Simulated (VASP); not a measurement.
# SrCl2 in VASP: further runs

Aim: see how the results for SrCl2 move with the level of theory and the settings. Levels: r2SCAN, PBE. Tasks: single point.

Everything below comes from runs of VASP 6.6.1. Logs are shortened: lines on timing, memory, paths and dates and some standing lists are left out, and cuts for length are marked.

## 1. The cell of the first run

Symmetry: I4/mmm, No. 139, tetragonal system. Conventional cell: a = 4.798 Å, b = 4.798 Å, c = 7.116 Å, α = 90.00°, β = 90.00°, γ = 90.00°. Within 3.9 Å of Sr (site symmetry 4/mmm) lie 8 Cl at 2.99 Å. Cl (site symmetry -4m2) has 4 Sr at 2.99 Å and 6 Cl at 3.39 to 3.56 Å within 3.9 Å.

## 2. Single point, r2SCAN (epitaxial xy strain -3.0%)

POSCAR reads:

```
SrCl2
1.0
    0.0000000000      3.3927865422      3.5578080138
    3.3927865422      0.0000000000      3.5578080138
    3.3927865422      3.3927865422      0.0000000000
Sr Cl
1 2
Direct
    0.0000000000      0.0000000000      0.0000000000
    0.2500000000      0.2500000000      0.2500000000
    0.7500000000      0.7500000000      0.7500000000
```

INCAR.step1 reads:

```
  PREC = Accurate
  ENCUT = 520
  ISMEAR = 0
  SIGMA = 0.01
  LREAL = False
  LASPH = True
  NELM = 100
  NBANDS = 19
  GGA = PE
  ALGO = Normal
  EDIFF = 1E-4
  LWAVE = True
  LCHARG = False
```

INCAR.step2 reads:

```
  PREC = Accurate
  ENCUT = 520
  EDIFF = 1E-6
  ISMEAR = 0
  SIGMA = 0.01
  LREAL = False
  LASPH = True
  NELM = 100
  ALGO = Normal
  ISIF = 2
  LWAVE = False
  LCHARG = True
  METAGGA = R2SCAN
  LMIXTAU = True
  LELF = True
  LVHAR = True
  NBANDS = 19
  ISTART = 1
```

KPOINTS reads:

```
Automatic mesh
0
Gamma
  6 6 6
```

Potentials or basis: VASP PAW PBE potentials, release 64 (Sr_sv, Cl).

Command:

```sh
cat potpaw_PBE.64/Sr_sv/POTCAR potpaw_PBE.64/Cl/POTCAR > POTCAR
cp INCAR.step1 INCAR
mpirun -np 1 vasp_std > vasp.out
cp INCAR.step2 INCAR
mpirun -np 1 vasp_std > vasp.out
```

OUTCAR:

```text
PREC = Accurate
   ENCUT = 520
   EDIFF = 1E-6
   ISMEAR = 0
   LREAL = False
   LASPH = True
   NELM = 100
   ISIF = 2
   METAGGA = R2SCAN
   ISTART = 1

 ion  position               nearest neighbor table
   1  0.000  0.000  0.000-   2 2.99   3 2.99   3 2.99   3 2.99   3 2.99   2 2.99   2 2.99   2 2.99

   2  0.250  0.250  0.250-   1 2.99   1 2.99   1 2.99   1 2.99
   3  0.750  0.750  0.750-   1 2.99   1 2.99   1 2.99   1 2.99

  LATTYP: Found a body centered tetragonal cell.
 ALAT       =     4.7981247422
 C/A-ratio  =     1.4829993820

  Lattice vectors:

 A1 = (  -3.3927865422,   0.0000000000,   3.5578080138)
 A2 = (   3.3927865422,   0.0000000000,   3.5578080138)
 A3 = (   0.0000000000,   3.3927865422,  -3.5578080138)

Analysis of symmetry for initial positions (statically):
=====================================================================
 Subroutine PRICEL returns:
 Original cell was already a primitive cell.

 Routine SETGRP: Setting up the symmetry group for a
 body centered tetragonal supercell.

 Subroutine GETGRP returns: Found 16 space group operations
 (whereof 16 operations were pure point group operations)
 out of a pool of 16 trial point group operations.

The static configuration has the point symmetry D_4h.

Analysis of symmetry for dynamics (positions and initial velocities):
=====================================================================
 Subroutine PRICEL returns:
 Original cell was already a primitive cell.

 Routine SETGRP: Setting up the symmetry group for a
 body centered tetragonal supercell.

 Subroutine GETGRP returns: Found 16 space group operations
 (whereof 16 operations were pure point group operations)
 out of a pool of 16 trial point group operations.

The dynamic configuration has the point symmetry D_4h.

 Subroutine INISYM returns: Found 16 space group operations
 (whereof 16 operations are pure point group operations),
 and found     1 'primitive' translations

----------------------------------------------------------------------------------------

                                     Primitive cell

  volume of cell :      81.9079

  direct lattice vectors                    reciprocal lattice vectors
     0.000000000  3.392786542  3.557808014    -0.147371488  0.147371488  0.140535970
     3.392786542  0.000000000  3.557808014     0.147371488 -0.147371488  0.140535970
     3.392786542  3.392786542  0.000000000     0.147371488  0.147371488 -0.140535970

  length of vectors
     4.916197553  4.916197553  4.798124742     0.251370383  0.251370383  0.251370383

  position of ions in fractional coordinates (direct lattice)
     0.000000000  0.000000000  0.000000000
     0.250000000  0.250000000  0.250000000
     0.750000000  0.750000000  0.750000000

  ion indices of the primitive-cell ions
   primitive index   ion index
                 1           1
                 2           2
                 3           3

----------------------------------------------------------------------------------------

 KPOINTS: Automatic mesh

Automatic generation of k-mesh.
 Grid dimensions read from file:
 generate k-points for:    6    6    6

 Generating k-lattice:

  Cartesian coordinates                     Fractional coordinates (reciprocal lattice)
    -0.024561915  0.024561915  0.023422662     0.166666667  0.000000000  0.000000000
     0.024561915 -0.024561915  0.023422662     0.000000000  0.166666667  0.000000000
     0.024561915  0.024561915 -0.023422662     0.000000000  0.000000000  0.166666667

  Length of vectors
     0.041895064  0.041895064  0.041895064

  Shift w.r.t. Gamma in fractional coordinates (k-lattice)
     0.000000000  0.000000000  0.000000000

 Subroutine IBZKPT returns following result:
 ===========================================

 Found     30 irreducible k-points:

 Following reciprocal coordinates:
            Coordinates               Weight
  0.000000  0.000000  0.000000      1.000000
  0.166667  0.000000  0.000000      8.000000
  0.333333  0.000000  0.000000      8.000000
  0.500000  0.000000  0.000000      4.000000
  0.166667  0.166667  0.000000      2.000000
  0.333333  0.166667  0.000000      8.000000
[... 16 lines left out ...]
  0.333333  0.000000  0.333333      4.000000
  0.500000  0.000000  0.333333     16.000000
 [... further k-points ...]
   k-points           NKPTS =     30   k-points in BZ     NKDIM =     30   number of bands    NBANDS=     19
   number of dos      NEDOS =    301   number of ions     NIONS =      3
   total plane-waves  NPLWV =  57600
   dimension x,y,z NGX =    40 NGY =   40 NGZ =   36
   dimension x,y,z NGXF=    80 NGYF=   80 NGZF=   72
   ions per type =               1   2
   NGX,Y,Z   is equivalent  to a cutoff of  13.53, 13.53, 12.47 a.u.
   NGXF,Y,Z  is equivalent  to a cutoff of  27.05, 27.05, 24.95 a.u.
 SYSTEM =  unknown system
   PREC   = accura    normal or accurate (medium, high low for compatibility)
   ISTART =      1    job   : 0-new  1-cont  2-samecut
   ICHARG =      0    charge: 1-file 2-atom 10-const
   ISPIN  =      1    spin polarized calculation?
   LNONCOLLINEAR =      F non collinear calculations
   LSORBIT =      F    spin-orbit coupling
   LASPH  =      T    aspherical Exc in radial PAW
   ENCUT  =  520.0 eV  38.22 Ry    6.18 a.u.   9.14  9.14  8.92*2*pi/ulx,y,z
   NELM   =    100;   NELMIN=  2; NELMDL=  0     # of ELM steps
   EDIFF  = 0.1E-05   stopping-criterion for ELM
   LREAL  =      F    real-space projection
   EDIFFG = 0.1E-04   stopping-criterion for IOM
   NSW    =      0    number of steps for IOM
   IBRION =     -1    ionic relax: 0-MD 1-quasi-New 2-CG
   NFREE  =      0    steps in history (QN), initial steepest desc. (CG)
   ISIF   =      2    stress and relaxation
   ISYM   =      2    0-nonsym 1-usesym 2-fastsym
   POTIM  = 0.5000    time-step for ionic-motion
   TEBEG  =    0.0;   TEEND  =   0.0 temperature during run
   PSTRESS=    0.0 pullay stress
   NELECT =      24.0000    total number of electrons
   NUPDOWN=      -1.0000    fix difference up-down
   EMIN   =  10.00;   EMAX   =-10.00  energy-range for DOS
   EFERMI =   0.00;   METHOD = LEGACY
   ISMEAR =     0;   SIGMA  =   0.01  broadening in eV -4-tet -1-fermi 0-gaus
   EFERMI_NEDOS =   21; number of points for ismear=-14 and -15
   IALGO  =     38    algorithm
   IMIX   =      4    mixing-type and parameters
     AMIX     =   0.40;   BMIX     =  1.00
     AMIX_MAG =   1.60;   BMIX_MAG =  1.00
  volume/ion in A,a.u.               =      27.30       184.25
  Fermi-wavevector in a.u.,A,eV,Ry     =   1.087352  2.054797 16.086628  1.182334
  Thomas-Fermi vector in A             =   2.223509
   LORBIT       =      0    0 simple, 1 ext, 2 COOP (PROOUT), +10 PAW based schemes
   METAGGA = R2SCAN    functional components
   LHFCALC =     F    Hartree Fock is set to
   AEXX    =    0.0000 exact exchange contribution
   IVDW    =     0    specifies the selected vdW correction
   LEPSILON=     F    determine dielectric tensor
   LRPA    =     F    only Hartree local field effects (RPA)
 non-spin polarized calculation
 Gauss-broadening in eV      SIGMA  =   0.01
  energy-cutoff  :      520.00
  volume of cell :       81.91
 maximum number of plane-waves:      2228
 NGX is ok and might be reduce to    40
   NGX = 19   NGY = 19   NGZ = 17

 number of electron      23.9999999 magnetization

 Free energy of the ion-electron system (eV)
  ---------------------------------------------------
  ext. energy  EPLUGINS =         0.00000000
  ---------------------------------------------------
  free energy    TOTEN  =       -35.65246113 eV

  energy without entropy =      -35.65246113  energy(sigma->0) =      -35.65246113

 E-fermi :   0.2065     XC(G=0):  -8.9349

 val. band max:        0.1435908615   @ k =   0.5000   0.0000   0.5000
 cond. band min:       5.9725798906   @ k =   0.5000   0.0000   0.5000
 fundamental gap:      5.8289890291
 Fermi energy:         0.2065132680

 k-point     1 :       0.0000    0.0000    0.0000
  band No.  band energies     occupation
      1     -33.8190      2.00000
      2     -15.2087      2.00000
      3     -15.2086      2.00000
      4     -15.1957      2.00000
      5     -13.9793      2.00000
      6     -13.0153      2.00000
[... 11 lines left out ...]
     18       9.7849      0.00000
     19      10.2727      0.00000

 k-point     2 :       0.1667    0.0000    0.0000
  band No.  band energies     occupation
      1     -33.8179      2.00000
      2     -15.3349      2.00000
      3     -15.2122      2.00000
      4     -15.2046      2.00000
      5     -13.7808      2.00000
      6     -13.0792      2.00000
[... 11 lines left out ...]
     18       9.5506      0.00000
     19      10.6430      0.00000

 k-point     3 :       0.3333    0.0000    0.0000
  band No.  band energies     occupation
      1     -33.8158      2.00000
      2     -15.5185      2.00000
      3     -15.2192      2.00000
      4     -15.2143      2.00000
      5     -13.5441      2.00000
      6     -13.1121      2.00000
[... 11 lines left out ...]
     18       9.4598      0.00000
     19       9.9780      0.00000

 k-point     4 :       0.5000    0.0000    0.0000
  band No.  band energies     occupation
      1     -33.8148      2.00000
      2     -15.5892      2.00000
      3     -15.2227      2.00000
      4     -15.2190      2.00000
      5     -13.5319      2.00000
      6     -13.0377      2.00000
[... 11 lines left out ...]
     18       9.5416      0.00000
     19       9.9631      0.00000

 k-point     5 :       0.1667    0.1667    0.0000
  band No.  band energies     occupation
      1     -33.8177      2.00000
      2     -15.3676      2.00000
      3     -15.2175      2.00000
      4     -15.2175      2.00000
      5     -13.7124      2.00000
      6     -13.0874      2.00000
[... 11 lines left out ...]
     18       9.4033      0.00000
     19       9.8160      0.00000

 k-point     6 :       0.3333    0.1667    0.0000
  band No.  band energies     occupation
      1     -33.8160      2.00000
      2     -15.5050      2.00000
      3     -15.2474      2.00000
      4     -15.2254      2.00000
      5     -13.4642      2.00000
      6     -13.1515      2.00000
[... 11 lines left out ...]
     18       9.2776      0.00000
     19      10.2563      0.00000

 k-point     7 :       0.5000    0.1667    0.0000
  band No.  band energies     occupation
      1     -33.8145      2.00000
      2     -15.5617      2.00000
      3     -15.3030      2.00000
      4     -15.2280      2.00000
      5     -13.4063      2.00000
      6     -13.0870      2.00000
[... 11 lines left out ...]
     18       9.7722      0.00000
     19      10.1270      0.00000

 k-point     8 :      -0.3333    0.1667    0.0000
  band No.  band energies     occupation
      1     -33.8148      2.00000
      2     -15.5281      2.00000
      3     -15.3091      2.00000
      4     -15.2227      2.00000
      5     -13.3992      2.00000
      6     -13.1399      2.00000
[... 256 lines left out ...]
 k-point    20 :      -0.3333    0.3333    0.1667
  band No.  band energies     occupation
      1     -33.8138      2.00000
      2     -15.5094      2.00000
      3     -15.4202      2.00000
      4     -15.2402      2.00000
      5     -13.2682      2.00000
      6     -13.1356      2.00000
[... 11 lines left out ...]
     18      10.2842      0.00000
     19      10.5594      0.00000

 k-point    21 :      -0.1667    0.3333    0.1667
  band No.  band energies     occupation
      1     -33.8144      2.00000
      2     -15.5353      2.00000
      3     -15.3247      2.00000
      4     -15.2361      2.00000
      5     -13.2592      2.00000
      6     -13.2385      2.00000
[... 11 lines left out ...]
     18       9.7674      0.00000
     19      10.6498      0.00000

 k-point    22 :      -0.3333    0.5000    0.1667
  band No.  band energies     occupation
      1     -33.8137      2.00000
      2     -15.5948      2.00000
      3     -15.3620      2.00000
      4     -15.2472      2.00000
      5     -13.2120      2.00000
      6     -13.1401      2.00000
[... 11 lines left out ...]
     18      10.6091      0.00000
     19      10.9423      0.00000

 k-point    23 :       0.3333    0.0000    0.3333
  band No.  band energies     occupation
      1     -33.8146      2.00000
      2     -15.5814      2.00000
      3     -15.2437      2.00000
      4     -15.2224      2.00000
      5     -13.3095      2.00000
      6     -13.2443      2.00000
[... 11 lines left out ...]
     18       8.8846      0.00000
     19      10.7270      0.00000

 k-point    24 :       0.5000    0.0000    0.3333
  band No.  band energies     occupation
      1     -33.8136      2.00000
      2     -15.6034      2.00000
      3     -15.3024      2.00000
      4     -15.2362      2.00000
      5     -13.3354      2.00000
      6     -13.1062      2.00000
[... 11 lines left out ...]
     18       9.8992      0.00000
     19      10.9060      0.00000

 [... further k-points ...]

------------------------ aborting loop because EDIFF is reached ----------------------------------------

  FORCE on cell =-STRESS in cart. coord.  units (eV):
  Direction    XX          YY          ZZ          XY          YZ          ZX
  --------------------------------------------------------------------------------------
  -------------------------------------------------------------------------------------
  Total        1.4266287      1.4266287      0.0391474      0.0000000     -0.0000000      0.0000000
  in kB       27.9058960     27.9058960      0.7657515      0.0000000     -0.0000000      0.0000000
  external PRESSURE =      18.8591812 kB  Pullay stress =       0.0000000 kB

 VOLUME and BASIS-vectors are now :
 -----------------------------------------------------------------------------
  energy-cutoff  :      520.00
  volume of cell :       81.91
      direct lattice vectors                 reciprocal lattice vectors
     0.000000000  3.392786542  3.557808014    -0.147371488  0.147371488  0.140535970
     3.392786542  0.000000000  3.557808014     0.147371488 -0.147371488  0.140535970
     3.392786542  3.392786542  0.000000000     0.147371488  0.147371488 -0.140535970

 POSITION                                       TOTAL-FORCE (eV/Angst)
 -----------------------------------------------------------------------------------
      0.00000      0.00000      0.00000         0.000000      0.000000     -0.000000
      1.69639      1.69639      1.77890        -0.000000      0.000000      0.000000
      5.08918      5.08918      5.33671         0.000000     -0.000000     -0.000000
 -----------------------------------------------------------------------------------
    total drift:                               -0.000000     -0.000000      0.000000

  FREE ENERGIE OF THE ION-ELECTRON SYSTEM (eV)
  ---------------------------------------------------
  free  energy   TOTEN  =       -35.6524611323 eV

  energy  without entropy=      -35.6524611323  energy(sigma->0) =      -35.65246113
```

Wall time 2.5 min (1 thread of AMD EPYC 9R45 (Zen 5), shared host); peak memory 0.23 GiB.

What came out:

```yaml
Free_energy: -35.6525 eV
Pressure: 1.9 GPa
Band_gap_on_the_k_mesh: 5.83 eV
```

Stress tensor (GPa, compression positive):
```
2.79 0.00 0.00
0.00 2.79 0.00
0.00 0.00 0.08
```

Caveat: the cell differs from its parent crystal (epitaxial xy strain -3.0%); the PAW data sets were made with another functional, which shifts forces and pressure a little.

[end of part 1 of 2]
